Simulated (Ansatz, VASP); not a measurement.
## One calculation of Ca, two programs

The input INCAR:

```
SYSTEM = Ca
PREC = Accurate
ENCUT = 520
EDIFF = 1E-6
ISMEAR = -1
SIGMA = 0.1
LREAL = .False.
LASPH = .True.
NELM = 60
ALGO = Normal
ISIF = 2
LWAVE = .False.
LCHARG = .False.
GGA = B5
ALDAX = 1.0
AGGAX = 1.0
AGGAC = 1.0
ALDAC = 0.0
NBANDS = 11
```

File KPOINTS:

```
Automatic mesh
0
Gamma
  16 16 16
  0 0 0
```

POSCAR

```
Ca
1.0
    0.0000000000      2.7334524327      2.7334524327
    2.7334524327      0.0000000000      2.7334524327
    2.7334524327      2.7334524327      0.0000000000
Ca
1
Direct
    0.0000000000      0.0000000000      0.0000000000
```

Input for Ansatz:

```yaml
crystal:
  lattice:
    - [0.0, 2.7334524327, 2.7334524327]
    - [2.7334524327, 0.0, 2.7334524327]
    - [2.7334524327, 2.7334524327, 0.0]
  atoms:
    - { symbol: Ca, position: [0.0, 0.0, 0.0] }
hamiltonian:
  xc: blyp
  pseudopotentials:
    kind: paw
    azcp:
      Ca: "pseudopotentials/Ca.paw.azcp"
basis:
  ecutwfc: 420
  fft_grid_basis: typed
kpoints:
  mp_grid: { grid: [16, 16, 16], shift: [0, 0, 0] }
magnetization:
  spin_polarized: false
scf:
  occupations: { method: fermi_dirac, width: 0.1 }
output:
  stress: true
```

Alike in both runs: task single point; functional BLYP; k mesh 16 × 16 × 16; occupations fermi-dirac, width 0.1 eV; no spin polarisation.

```csv
,VASP,Ansatz
version,VASP 6.6.1,Ansatz 0.2.0
potentials or method,"VASP PAW PBE potentials, release 64 (Ca_sv), cutoff 520 eV","plane waves (420 eV) with PAW, scalar-relativistic"
valence electrons in the cell,10,10
```

|  | VASP | Ansatz | Ansatz less VASP |
| --- | --- | --- | --- |
| pressure (GPa) | 0.7 | 0.7 | -0.02 |

VASP's potentials were made for PBE, not for BLYP.
